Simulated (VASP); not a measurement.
Wanted: the native input for a VASP 6.6.1 run.

```
Task                   : relaxation of cell and atoms
Functional             : PBE
Potentials or basis    : VASP PAW PBE potentials, release 64 (Be, Cd, S)
Cutoff                 : 600 eV
k mesh                 : 3 × 3 × 6
Occupations            : gaussian, width 0.1 eV
Spin                   : no spin polarisation
Dipole correction      : no
Further INCAR settings : ALGO = Normal; EDIFF = 1e-06; IBRION = 2; EDIFFG = -0.04; NSW = 90; ISIF = 3
```

The structure of BeCd3S2 lies in POSCAR:

```
BeCd3S2
1.0
    6.9352807160      0.0000000000      0.0000000000
   -3.4676403580      6.0061292825      0.0000000000
    0.0000000000      0.0000000000      3.7036646693
Be Cd S
1 3 2
Direct
    0.0000000000      0.0000000000      0.0000000000
    0.0000000000      0.5000000000      0.5000000000
    0.5000000000      0.5000000000      0.5000000000
    0.5000000000      0.0000000000      0.5000000000
    0.6666666667      0.3333333333      0.0000000000
    0.3333333333      0.6666666667      0.0000000000
```

The cell was built from a structure type or drawn by symmetry, and may not be a known phase.

These files were run (other wordings do the same):

INCAR

```
SYSTEM = BeCd3S2
PREC = Accurate
ENCUT = 600
EDIFF = 1E-6
ISMEAR = 0
SIGMA = 0.1
LREAL = .FALSE.
LASPH = .TRUE.
NELM = 60
ALGO = Normal
ISIF = 3
LWAVE = .FALSE.
LCHARG = .FALSE.
GGA = PE
IBRION = 2
NSW = 90
EDIFFG = -0.04
```

KPOINTS

```
regular mesh
0
G
  3 3 6
  0 0 0
```

Potentials or basis: VASP PAW PBE potentials, release 64 (Be, Cd, S).

Launch:

```sh
$ cat potpaw_PBE.64/Be/POTCAR potpaw_PBE.64/Cd/POTCAR potpaw_PBE.64/S/POTCAR > POTCAR
$ mpirun -np 1 vasp_std > vasp.out
```

It gave:

```json
{"Relaxed volume": "25.49 Å³/atom", "Relaxed cell": "a = 6.832 Å, b = 6.832 Å, c = 3.784 Å, α = 90.00°, β = 90.00°, γ = 120.00°", "Space group after relaxing (to 0.1 Å)": "P6/mmm (No. 191)", "Energy gained by relaxing": "2.7 meV/atom", "Ionic steps": "4", "Pressure after relaxing": "0.0 GPa", "Band gap on the k mesh": "zero (bands 25 and 26 overlap by 1.48 eV)"}
```

Run time: 8.2 min on 1 thread of Intel Xeon 8259CL, on a shared host, peak memory 0.34 GiB.
